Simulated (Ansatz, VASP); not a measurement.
# One calculation of CoSi, two programs

```xyz
8
Lattice="4.4450 0.0000 0.0000 0.0000 4.4450 0.0000 0.0000 0.0000 4.4450" Properties=species:S:1:pos:R:3 pbc="T T T"
Co    0.6339    0.6339    0.6339
Co    2.8564    1.5886    3.8111
Co    3.8111    2.8564    1.5886
Co    1.5886    3.8111    2.8564
Si    3.7423    3.7423    3.7423
Si    5.9648   -1.5198    0.7027
Si    0.7027    5.9648   -1.5198
Si   -1.5198    0.7027    5.9648
```

Alike in both runs: functional LDA; k mesh 8 × 8 × 8; occupations fermi-dirac, width 0.05 eV; no spin polarisation.

Ansatz relaxed the structure, and its values are those at the end. VASP's run is a single point on that final structure, the one shown.

```csv
,VASP,Ansatz
version,VASP 6.6.1,Ansatz 0.2.0
potentials or method,"VASP PAW LDA potentials, release 64 (Co, Si)","scalar-relativistic, plane waves, PAW"
plane-wave cutoff (eV),520,420
valence electrons in the cell,52,84
```

```csv
,VASP,Ansatz,Ansatz less VASP
gap on the k mesh at the Fermi level (eV),none,none,-
pressure (GPa),-13.7,-14.0,-0.35
rms of the force components (eV/Å),0.006,0.000,-0.0056
```

LDA's correlation is that of Perdew and Zunger in VASP and of Perdew and Wang (1992) in Ansatz. A gap of «none» marks a metal or a gap that the smearing closes. VASP's potentials hold 52 valence electrons a cell and Ansatz's 84, so a difference there can come from the potentials and not from the codes. Ansatz's warnings: stress scf threshold loose.
